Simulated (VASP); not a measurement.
Wanted: the native input for a VASP 6.6.1 run.

| Item | Value |
| --- | --- |
| Task | relaxation of cell and atoms |
| Functional | PBE |
| Dispersion | D3(BJ) |
| Potentials or basis | VASP PAW PBE potentials, release 64 (Ag) |
| Cutoff | 600 eV |
| k mesh | 20 × 20 × 20 |
| Occupations | gaussian, width 0.1 eV |
| Spin | no spin polarisation |
| Dipole correction | no |
| Further INCAR settings | ALGO = Fast; EDIFF = 1e-06; IBRION = 2; EDIFFG = -0.01; NSW = 100; ISIF = 3 |

The structure of Ag lies in POSCAR:

```
Ag
1.0
    2.7077084591      0.0000000000      0.0000000000
    0.0000000000      2.7077084591      0.0000000000
    0.0000000000      0.0000000000      2.7077084591
Ag
1
Direct
    0.5000000000      0.5000000000      0.5000000000
```

One way to write it, as run:

INCAR

```
PREC = Accurate ; ENCUT = 600
EDIFF = 1E-6 ; ISMEAR = 0
SIGMA = 0.1 ; LREAL = False
LASPH = True ; NELM = 60
ALGO = Fast ; ISIF = 3
LWAVE = False ; LCHARG = False
GGA = PE ; IVDW = 12
IBRION = 2 ; NSW = 100
EDIFFG = -0.01
```

KPOINTS

```
regular mesh
0
Gamma
  20 20 20
```

Potentials or basis: VASP PAW PBE potentials, release 64 (Ag).

Run with:

```console
$ cat potpaw_PBE.64/Ag/POTCAR > POTCAR
$ mpirun -np 1 vasp_std > vasp.out
```

Results of the run:

```json
{"Relaxed volume": "19.66 Å³/atom", "Relaxed cell": "a = 2.699 Å, b = 2.699 Å, c = 2.699 Å, α = 90.00°, β = 90.00°, γ = 90.00°", "Space group after relaxing (to 0.05 Å)": "Pm-3m (No. 221)", "Energy gained by relaxing": "0.4 meV/atom", "Ionic steps": "3", "Pressure after relaxing": "0.0 GPa", "Dispersion energy per atom": "-0.516 eV"}
```

Caveat: pairwise dispersion overbinds metals, which lowers pressure and volume.

Run time: 48 s on 1 thread of Intel(R) Xeon(R) Platinum 8259CL CPU @ 2.50GHz (Skylake/Cascade Lake), on a shared host, peak memory 0.21 GiB.
